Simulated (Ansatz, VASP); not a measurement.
Pd in VASP and in Ansatz

```
Pd
1.0
     0.00000    1.93751    1.93751
     1.93751    0.00000    1.93751
     1.93751    1.93751    0.00000
Pd
1
Direct
  0.00000 0.00000 0.00000
```

Alike in both runs: functional PBEsol; k mesh 18 × 18 × 18; occupations gaussian, width 0.1 eV; no spin polarisation.

Ansatz relaxed the structure, and its values are those at the end. VASP's run is a single point on that final structure, the one shown.

|  | VASP | Ansatz |
| --- | --- | --- |
| version | VASP 6.6.1 | Ansatz 0.2.0 |
| potentials or method | VASP PAW PBE potentials, release 64 (Pd), cutoff 520 eV | scalar-relativistic, plane waves, PAW |
| valence electrons in the cell | 10 | 18 |

|  | VASP | Ansatz | Ansatz less VASP |
| --- | --- | --- | --- |
| gap on the k mesh at the Fermi level (eV) | none | none | - |
| pressure (GPa) | -0.3 | 0.0 | +0.35 |

VASP's potentials were made for PBE, not for PBEsol. A gap of «none» marks a metal or a gap that the smearing closes. VASP's potentials hold 10 valence electrons a cell and Ansatz's 18, so a difference there can come from the potentials and not from the codes.
